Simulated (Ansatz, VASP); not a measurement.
Two plane-wave programs on Cd

INCAR

```
SYSTEM = Cd
PREC = Accurate
ENCUT = 520
EDIFF = 1E-6
ISMEAR = -1
SIGMA = 0.1
LREAL = .FALSE.
LASPH = .TRUE.
NELM = 100
ALGO = Normal
ISIF = 2
LWAVE = .FALSE.
LCHARG = .TRUE.
GGA = CA
LELF = .TRUE.
LVHAR = .TRUE.
NBANDS = 19
```

Contents of KPOINTS:

```
Automatic mesh
0
G
  13 13 6
  0 0 0
```

The input POSCAR:

```
Cd
1.0
    2.8818641727      0.0000000000      0.0000000000
   -1.4409320863      2.4957675838      0.0000000000
    0.0000000000      0.0000000000      5.6383707528
Cd
2
Direct
    0.3333333333      0.6666666667      0.2500000000
    0.6666666667      0.3333333333      0.7500000000
```

Input for Ansatz:

```yaml
crystal:
  lattice:
    - [2.8818641727, 0.0, 0.0]
    - [-1.4409320863, 2.4957675838, 0.0]
    - [0.0, 0.0, 5.6383707528]
  atoms:
    - { symbol: Cd, position: [0.3333333333, 0.6666666667, 0.25] }
    - { symbol: Cd, position: [0.6666666667, 0.3333333333, 0.75] }
hamiltonian:
  xc: lda
  pseudopotentials:
    kind: paw
    azcp:
      Cd: "pseudopotentials/Cd.paw.azcp"
basis:
  ecutwfc: 800
  fft_grid_basis: typed
kpoints:
  mp_grid: { grid: [13, 13, 6], shift: [0, 0, 0] }
magnetization:
  spin_polarized: false
scf:
  occupations: { method: fermi_dirac, width: 0.1 }
  lower_state_search: "off"
output:
  stress: true
```

Alike in both runs: task single point; functional LDA; k mesh 13 × 13 × 6; occupations fermi-dirac, width 0.1 eV; no spin polarisation.

```csv
,VASP,Ansatz
version,VASP 6.6.1,Ansatz 0.2.0
potentials or method,"VASP PAW LDA potentials, release 64 (Cd), cutoff 520 eV","plane waves (800 eV) with PAW, scalar-relativistic"
valence electrons in the cell,24,40
```

```csv
,VASP,Ansatz,Ansatz less VASP
pressure (GPa),0.8,0.1,-0.71
"traceless stress, the component that is largest in VASP (GPa)",-2.29,-1.90,+0.390
```

Ansatz warns that its potentials were made for another functional, while VASP's fit it. LDA's correlation is that of Perdew and Zunger in VASP and of Perdew and Wang (1992) in Ansatz. VASP's potentials hold 24 valence electrons a cell and Ansatz's 40, so a difference there can come from the potentials and not from the codes.
